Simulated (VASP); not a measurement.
# Cu (P6_3/mmc) in VASP: a series of runs

Cu is run at these levels: r2SCAN; tasks: single point.

Program: VASP 6.6.1. These are calculated values, not measurements. Logs are shortened: lines on timing, memory, paths and dates and some standing lists are left out, and cuts for length are marked.

**1. The cell of the first run**

Symmetry: P6_3/mmc, No. 194, hexagonal system. Conventional cell: a = 2.635 Å, b = 2.635 Å, c = 4.442 Å, α = 90.00°, β = 90.00°, γ = 120.00°. Within 3.5 Å of Cu (site symmetry -6m2) lie 12 Cu at 2.64 to 2.69 Å.

This isn't the form of Cu at room conditions, which is fcc.

**2. Single point, r2SCAN (strain +0.040 along x and y, +0.080 along z)**

The input, POSCAR:

```
Cu
1.0
    2.6354605366      0.0000000000      0.0000000000
   -1.3177302683      2.2823757754      0.0000000000
    0.0000000000      0.0000000000      4.4415766800
Cu
2
Direct
    0.3333333333      0.6666666667      0.2500000000
    0.6666666667      0.3333333333      0.7500000000
```

The input, INCAR.step1:

```
SYSTEM = Cu
PREC = Accurate ; ENCUT = 520
ISMEAR = 0 ; SIGMA = 0.15
LREAL = .FALSE. ; LASPH = .TRUE.
NELM = 80 ; NBANDS = 18
GGA = PE ; ALGO = Normal
EDIFF = 1E-4 ; LWAVE = .TRUE.
LCHARG = .FALSE.
```

The input, INCAR.step2:

```
SYSTEM = Cu
PREC = Accurate ; ENCUT = 520
EDIFF = 1E-7 ; ISMEAR = 0
SIGMA = 0.15 ; LREAL = .FALSE.
LASPH = .TRUE. ; NELM = 80
ALGO = Normal ; ISIF = 2
LWAVE = .FALSE. ; LCHARG = .FALSE.
METAGGA = R2SCAN ; LMIXTAU = .TRUE.
NBANDS = 18 ; ISTART = 1
```

The input, KPOINTS:

```
Automatic mesh
0
G
  24 24 12
  0 0 0
```

Potentials or basis: VASP PAW PBE potentials, release 64 (Cu).

On the command line:

```bash
cat potpaw_PBE.64/Cu/POTCAR > POTCAR
cp INCAR.step1 INCAR
mpirun -np 1 vasp_std > vasp.out
cp INCAR.step2 INCAR
mpirun -np 1 vasp_std > vasp.out
```

OUTCAR:

```text
SYSTEM = Cu
   PREC = Accurate
   ENCUT = 520
   EDIFF = 1E-7
   ISMEAR = 0
   LREAL = .FALSE.
   LASPH = .TRUE.
   NELM = 80
   ISIF = 2
   METAGGA = R2SCAN
   ISTART = 1

 ion  position               nearest neighbor table
   1  0.333  0.667  0.250-   2 2.69   2 2.69   2 2.69   2 2.69   2 2.69   2 2.69
   2  0.667  0.333  0.750-   1 2.69   1 2.69   1 2.69   1 2.69   1 2.69   1 2.69

  LATTYP: Found a hexagonal cell.
 ALAT       =     2.6354605366
 C/A-ratio  =     1.6853132947

  Lattice vectors:

 A1 = (   2.6354605366,   0.0000000000,   0.0000000000)
 A2 = (  -1.3177302683,   2.2823757754,   0.0000000000)
 A3 = (   0.0000000000,   0.0000000000,   4.4415766800)

Analysis of symmetry for initial positions (statically):
=====================================================================
 Subroutine PRICEL returns:
 Original cell was already a primitive cell.

 Routine SETGRP: Setting up the symmetry group for a
 hexagonal supercell.

 Subroutine GETGRP returns: Found 24 space group operations
 (whereof 12 operations were pure point group operations)
 out of a pool of 24 trial point group operations.

The static configuration has the point symmetry D_3d.
 The point group associated with its full space group is D_6h.

Analysis of symmetry for dynamics (positions and initial velocities):
=====================================================================
 Subroutine PRICEL returns:
 Original cell was already a primitive cell.

 Routine SETGRP: Setting up the symmetry group for a
 hexagonal supercell.

 Subroutine GETGRP returns: Found 24 space group operations
 (whereof 12 operations were pure point group operations)
 out of a pool of 24 trial point group operations.

The dynamic configuration has the point symmetry D_3d.
 The point group associated with its full space group is D_6h.

 Subroutine INISYM returns: Found 24 space group operations
 (whereof 12 operations are pure point group operations),
 and found     1 'primitive' translations

----------------------------------------------------------------------------------------

                                     Primitive cell

  volume of cell :      26.7166

  direct lattice vectors                    reciprocal lattice vectors
     2.635460537  0.000000000  0.000000000     0.379440324  0.219069973  0.000000000
    -1.317730268  2.282375775  0.000000000     0.000000000  0.438139946  0.000000000
     0.000000000  0.000000000  4.441576680     0.000000000  0.000000000  0.225145274

  length of vectors
[... 81 lines left out ...]
   NELM   =     80;   NELMIN=  2; NELMDL=  0     # of ELM steps
   EDIFF  = 0.1E-06   stopping-criterion for ELM
   LREAL  =      F    real-space projection
   EDIFFG = 0.1E-05   stopping-criterion for IOM
   NSW    =      0    number of steps for IOM
   IBRION =     -1    ionic relax: 0-MD 1-quasi-New 2-CG
   NFREE  =      0    steps in history (QN), initial steepest desc. (CG)
   ISIF   =      2    stress and relaxation
   ISYM   =      2    0-nonsym 1-usesym 2-fastsym
   POTIM  = 0.5000    time-step for ionic-motion
   TEBEG  =    0.0;   TEEND  =   0.0 temperature during run
   PSTRESS=    0.0 pullay stress
   NELECT =      22.0000    total number of electrons
   NUPDOWN=      -1.0000    fix difference up-down
   EMIN   =  10.00;   EMAX   =-10.00  energy-range for DOS
   EFERMI =   0.00;   METHOD = LEGACY
   ISMEAR =     0;   SIGMA  =   0.15  broadening in eV -4-tet -1-fermi 0-gaus
   EFERMI_NEDOS =   21; number of points for ismear=-14 and -15
   IALGO  =     38    algorithm
   IMIX   =      4    mixing-type and parameters
     AMIX     =   0.40;   BMIX     =  1.00
     AMIX_MAG =   1.60;   BMIX_MAG =  1.00
  volume/ion in A,a.u.               =      13.36        90.15
  Fermi-wavevector in a.u.,A,eV,Ry     =   1.534460  2.899708 32.035817  2.354566
  Thomas-Fermi vector in A             =   2.641384
   LORBIT       =      0    0 simple, 1 ext, 2 COOP (PROOUT), +10 PAW based schemes
   METAGGA = R2SCAN    functional components
   LHFCALC =     F    Hartree Fock is set to
   AEXX    =    0.0000 exact exchange contribution
   IVDW    =     0    specifies the selected vdW correction
   LEPSILON=     F    determine dielectric tensor
   LRPA    =     F    only Hartree local field effects (RPA)
 non-spin polarized calculation
 Gauss-broadening in eV      SIGMA  =   0.15
  energy-cutoff  :      520.00
  volume of cell :       26.72
 maximum number of plane-waves:       756
 NGX is ok and might be reduce to    20
   NGX =  9   NGY =  9   NGZ = 17

 number of electron      22.0000015 magnetization

 Free energy of the ion-electron system (eV)
  ---------------------------------------------------
  ext. energy  EPLUGINS =         0.00000000
  ---------------------------------------------------
  free energy    TOTEN  =       -21.41807933 eV

  energy without entropy =      -21.41068855  energy(sigma->0) =      -21.41438394

 E-fermi :   5.9939     XC(G=0): -12.9295

 val. band max:        5.9889258753   @ k =   0.4583   0.0417   0.0000
 cond. band min:       5.9952957523   @ k =   0.4583   0.0417   0.2500
 fundamental gap:      0.0063698770
 Fermi energy:         5.9938821779

 k-point     1 :       0.0000    0.0000    0.0000
  band No.  band energies     occupation
      1      -2.7473      2.00000
      2       1.3462      2.00000
      3       3.1212      2.00000
      4       3.2539      2.00000
      5       3.2542      2.00000
      6       3.4061      2.00000
[... 481 lines left out ...]
      5       3.2562      2.00000
      6       3.2946      2.00000
[... 10 lines left out ...]
     17      18.7500      0.00000
     18      25.0540      0.00000

 [... further k-points ...]

------------------------ aborting loop because EDIFF is reached ----------------------------------------

  FORCE on cell =-STRESS in cart. coord.  units (eV):
  Direction    XX          YY          ZZ          XY          YZ          ZX
  --------------------------------------------------------------------------------------
  -------------------------------------------------------------------------------------
  Total       -2.5622965     -2.5622965     -2.9887503      0.0000000     -0.0000000      0.0000000
  in kB     -153.6594016   -153.6594016   -179.2335799      0.0000000     -0.0000000      0.0000000
  external PRESSURE =    -162.1841277 kB  Pullay stress =       0.0000000 kB

 VOLUME and BASIS-vectors are now :
 -----------------------------------------------------------------------------
  energy-cutoff  :      520.00
  volume of cell :       26.72
      direct lattice vectors                 reciprocal lattice vectors
     2.635460537  0.000000000  0.000000000     0.379440324  0.219069973  0.000000000
    -1.317730268  2.282375775  0.000000000     0.000000000  0.438139946  0.000000000
     0.000000000  0.000000000  4.441576680     0.000000000  0.000000000  0.225145274

 POSITION                                       TOTAL-FORCE (eV/Angst)
 -----------------------------------------------------------------------------------
     -0.00000      1.52158      1.11039         0.000000     -0.000000     -0.000000
      1.31773      0.76079      3.33118        -0.000000      0.000000      0.000000
 -----------------------------------------------------------------------------------
    total drift:                               -0.000000      0.000000     -0.000000

  FREE ENERGIE OF THE ION-ELECTRON SYSTEM (eV)
  ---------------------------------------------------
  free  energy   TOTEN  =       -21.4180793297 eV

  energy  without entropy=      -21.4106885463  energy(sigma->0) =      -21.41438394
```

OUTCAR.step1:

```text
SYSTEM = Cu
   PREC = Accurate
   ENCUT = 520
   ISMEAR = 0
   LREAL = .FALSE.
   LASPH = .TRUE.
[... 729 lines left out ...]
     -0.00000      1.52158      1.11039         0.000000     -0.000000      0.000000
      1.31773      0.76079      3.33118        -0.000000      0.000000      0.000000
 -----------------------------------------------------------------------------------
    total drift:                               -0.000000      0.000000     -0.000000

  FREE ENERGIE OF THE ION-ELECTRON SYSTEM (eV)
  ---------------------------------------------------
  free  energy   TOTEN  =        -7.3381815007 eV

  energy  without entropy=       -7.3302985221  energy(sigma->0) =       -7.33424001
```

Run time: 16 min. Hardware: 1 thread of AMD EPYC 7R13, shared host; peak memory 0.26 GiB.

Results:

```
Free energy            : -21.4181 eV
Pressure               : -16.2 GPa
Band gap on the k mesh : zero (bands 11 and 12 overlap by 5.97 eV)
```

Caveat: the cell differs from its parent crystal (strain +0.040 along x and y, +0.080 along z); the cell stands under tension; the PAW data sets were made with another functional, which shifts forces and pressure a little.

**3. Single point, r2SCAN (strain +0.080 along x and y, +0.040 along z)**

The input, POSCAR:

```
Cu
1.0
    2.7368244034      0.0000000000      0.0000000000
   -1.3684122017      2.3701594590      0.0000000000
    0.0000000000      0.0000000000      4.2770738400
Cu
2
Direct
    0.3333333333      0.6666666667      0.2500000000
    0.6666666667      0.3333333333      0.7500000000
```

The input, INCAR.step1:

```
  PREC = Accurate
  ENCUT = 520
  ISMEAR = 0
  SIGMA = 0.15
  LREAL = False
  LASPH = True
  NELM = 80
  NBANDS = 18
  GGA = PE
  ALGO = Normal
  EDIFF = 1E-4
  LWAVE = True
  LCHARG = False
```

The input, INCAR.step2:

```
  PREC = Accurate
  ENCUT = 520
  EDIFF = 1E-6
  ISMEAR = 0
  SIGMA = 0.15
  LREAL = False
  LASPH = True
  NELM = 80
  ALGO = Normal
  ISIF = 2
  LWAVE = False
  LCHARG = True
  METAGGA = R2SCAN
  LMIXTAU = True
  LELF = True
  LVHAR = True
  NBANDS = 18
  ISTART = 1
```

The input, KPOINTS:

```
Automatic mesh
0
Gamma
  24 24 12
```

Potentials or basis: VASP PAW PBE potentials, release 64 (Cu).

On the command line:

```bash
cat potpaw_PBE.64/Cu/POTCAR > POTCAR
cp INCAR.step1 INCAR
mpirun -np 1 vasp_std > vasp.out
cp INCAR.step2 INCAR
mpirun -np 1 vasp_std > vasp.out
```

OUTCAR:

```text
PREC = Accurate
   ENCUT = 520
   EDIFF = 1E-6
   ISMEAR = 0
   LREAL = False
   LASPH = True
   NELM = 80
   ISIF = 2
   METAGGA = R2SCAN
   ISTART = 1

 ion  position               nearest neighbor table
   1  0.333  0.667  0.250-   2 2.66   2 2.66   2 2.66   2 2.66   2 2.66   2 2.66
   2  0.667  0.333  0.750-   1 2.66   1 2.66   1 2.66   1 2.66   1 2.66   1 2.66

  LATTYP: Found a hexagonal cell.
 ALAT       =     2.7368244034
 C/A-ratio  =     1.5627870881

  Lattice vectors:

 A1 = (   2.7368244034,   0.0000000000,   0.0000000000)
 A2 = (  -1.3684122017,   2.3701594590,   0.0000000000)
 A3 = (   0.0000000000,   0.0000000000,   4.2770738400)

Analysis of symmetry for initial positions (statically):
=====================================================================
 Subroutine PRICEL returns:
 Original cell was already a primitive cell.

 Routine SETGRP: Setting up the symmetry group for a
 hexagonal supercell.

 Subroutine GETGRP returns: Found 24 space group operations
 (whereof 12 operations were pure point group operations)
 out of a pool of 24 trial point group operations.

[... 157 lines left out ...]
  ---------------------------------------------------
  ext. energy  EPLUGINS =         0.00000000
  ---------------------------------------------------
  free energy    TOTEN  =       -21.29857981 eV

  energy without entropy =      -21.29146666  energy(sigma->0) =      -21.29502323

 E-fermi :   5.6091     XC(G=0): -12.6873

 val. band max:        5.6070325293   @ k =   0.3750  -0.0000   0.4167
 cond. band min:       5.6406705583   @ k =   0.4583   0.0417   0.3333
 fundamental gap:      0.0336380290
 Fermi energy:         5.6090700545

 k-point     1 :       0.0000    0.0000    0.0000
  band No.  band energies     occupation
      1      -2.8732      2.00000
      2       1.2851      2.00000
      3       2.9558      2.00000
      4       2.9560      2.00000
      5       3.0325      2.00000
      6       3.1440      2.00000
[... 481 lines left out ...]
      5       2.8531      2.00000
      6       3.0375      2.00000
[... 10 lines left out ...]
     17      17.0082      0.00000
     18      23.0996      0.00000

 [... further k-points ...]
[... 5 lines left out ...]
  --------------------------------------------------------------------------------------
  -------------------------------------------------------------------------------------
  Total       -3.4019215     -3.4019215     -2.7077930      0.0000000     -0.0000000     -0.0000000
  in kB     -196.4552434   -196.4552434   -156.3704921      0.0000000     -0.0000000     -0.0000000
  external PRESSURE =    -183.0936596 kB  Pullay stress =       0.0000000 kB

 VOLUME and BASIS-vectors are now :
 -----------------------------------------------------------------------------
  energy-cutoff  :      520.00
  volume of cell :       27.74
      direct lattice vectors                 reciprocal lattice vectors
     2.736824403  0.000000000  0.000000000     0.365386979  0.210956271  0.000000000
    -1.368412202  2.370159459  0.000000000     0.000000000  0.421912541  0.000000000
     0.000000000  0.000000000  4.277073840     0.000000000  0.000000000  0.233804708

 POSITION                                       TOTAL-FORCE (eV/Angst)
 -----------------------------------------------------------------------------------
     -0.00000      1.58011      1.06927        -0.000000      0.000000      0.000000
      1.36841      0.79005      3.20781         0.000000      0.000000      0.000000
 -----------------------------------------------------------------------------------
    total drift:                                0.000000     -0.000000      0.000000

  FREE ENERGIE OF THE ION-ELECTRON SYSTEM (eV)
  ---------------------------------------------------
  free  energy   TOTEN  =       -21.2985798070 eV

  energy  without entropy=      -21.2914666628  energy(sigma->0) =      -21.29502323
```

OSZICAR.step1:

```text
N       E                     dE             d eps       ncg     rms          rms(c)
DAV:   1     0.126309729089E+03    0.12631E+03   -0.10465E+04 16164   0.208E+03
DAV:   2    -0.290960620479E+01   -0.12922E+03   -0.12247E+03 15426   0.281E+02
DAV:   3    -0.880042911181E+01   -0.58908E+01   -0.56248E+01 17390   0.837E+01
DAV:   4    -0.886536608519E+01   -0.64937E-01   -0.64882E-01 18494   0.945E+00
DAV:   5    -0.886622571391E+01   -0.85963E-03   -0.85960E-03 19070   0.914E-01    0.104E+01
DAV:   6    -0.821059409606E+01    0.65563E+00   -0.12520E+01 16424   0.970E+01    0.661E+00
DAV:   7    -0.726447745238E+01    0.94612E+00   -0.28712E+00 16620   0.427E+01    0.510E-01
DAV:   8    -0.725776185888E+01    0.67156E-02   -0.48058E-02 22412   0.410E+00    0.667E-01
DAV:   9    -0.725023957991E+01    0.75223E-02   -0.18843E-02 17366   0.360E+00    0.663E-02
DAV:  10    -0.725022293026E+01    0.16650E-04   -0.42216E-04 20640   0.411E-01
   1 F= -.72502229E+01 E0= -.72464644E+01  d E =-.751707E-02
```

Run time: 10 min. Hardware: 1 thread of AMD EPYC 7R13, shared host; peak memory 0.25 GiB.

Results:

| Property | Result |
| --- | --- |
| Free energy | -21.2986 eV |
| Pressure | -18.3 GPa |
| Band gap on the k mesh | zero (bands 11 and 12 overlap by 5.48 eV) |

Stress tensor (GPa, compression positive):
```
-19.65   0.00   0.00
  0.00 -19.65   0.00
  0.00   0.00 -15.64
```

Caveat: the cell differs from its parent crystal (strain +0.080 along x and y, +0.040 along z); the cell stands under tension; the PAW data sets were made with another functional, which shifts forces and pressure a little.

(Part 1 of 2 ends here.)
